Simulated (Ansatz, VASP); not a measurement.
Cd: VASP beside Ansatz

```xyz
3
Lattice="5.1911 0.0000 0.0000 -2.5955 4.4956 0.0000 0.0000 0.0000 3.1084" Properties=species:S:1:pos:R:3 pbc="T T T"
Cd    5.1911    0.0000    0.0000
Cd    0.0000    2.9971    1.5542
Cd    2.5955    1.4985    1.5542
```

Alike in both runs: task single point; functional PBEsol; k mesh 8 × 8 × 12; occupations fermi-dirac, width 0.1 eV; no spin polarisation.

```csv
,VASP,Ansatz
version,VASP 6.6.1,Ansatz 0.2.0
potentials or method,"VASP PAW PBE potentials, release 64 (Cd), cutoff 520 eV","plane waves (420 eV) with PAW, scalar-relativistic"
valence electrons in the cell,36,60
```

```tsv
	VASP	Ansatz	Ansatz less VASP
pressure (GPa)	-4.0	-4.2	-0.19
traceless stress, the component that is largest in VASP (GPa)	-0.26	-0.27	-0.007
```

VASP's potentials were made for PBE, not for PBEsol, and Ansatz warns of the same on its side. VASP's potentials hold 36 valence electrons a cell and Ansatz's 60, so a difference there can come from the potentials and not from the codes.
